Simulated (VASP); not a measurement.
Here is a VASP 6.6.1 calculation.

INCAR

```
SYSTEM = Bi
PREC     = Accurate       ! precision mode
ENCUT    = 520            ! plane-wave cutoff, eV
EDIFF    = 1E-6           ! SCF threshold, eV
ISMEAR   = 0              ! smearing method
SIGMA    = 0.15           ! smearing width, eV
LREAL    = .False.        ! projectors in reciprocal space
LASPH    = .True.         ! aspherical terms in the spheres
NELM     = 100            ! most SCF steps
ALGO     = Fast           ! electronic algorithm
ISIF     = 2              ! what is computed and relaxed
LWAVE    = .False.        ! write WAVECAR
LCHARG   = .False.        ! write CHGCAR
GGA      = PS             ! functional
NBANDS   = 14             ! bands
```

The input KPOINTS:

```
Automatic mesh
0
Gamma
  18 18 18
  0 0 0
```

POSCAR

```
Bi
1.0
   -1.9368483448      1.9814305318      1.9368483448
    2.0260127188     -1.9814305318      2.0260127188
    1.9368483448      1.9814305318     -1.9368483448
Bi
1
Direct
    0.0000000000      0.0000000000      0.0000000000
```

Potentials or basis: VASP PAW PBE potentials, release 64 (Bi_d).

Command:

```sh
$ cat potpaw_PBE.64/Bi_d/POTCAR > POTCAR
$ mpirun -np 1 vasp_std > vasp.out
```

Q: Predict the pressure.

A: -1.9 GPa.

Q: What does it give for the band gap on the k mesh?

A: Zero (an odd number of electrons rules out a gap without spin polarisation).

Stress tensor (GPa, compression positive):
```
-1.90  0.00 -0.97
 0.00 -1.89  0.00
-0.97  0.00 -1.90
```

Caveat: the cell differs from its parent crystal (strain +0.0450 x Voigt [0, 0, 0, 0, 1, 0]); the PAW data sets were made with another functional, which shifts forces and pressure a little; spin-orbit coupling is left out, which moves the levels of the heavy elements.
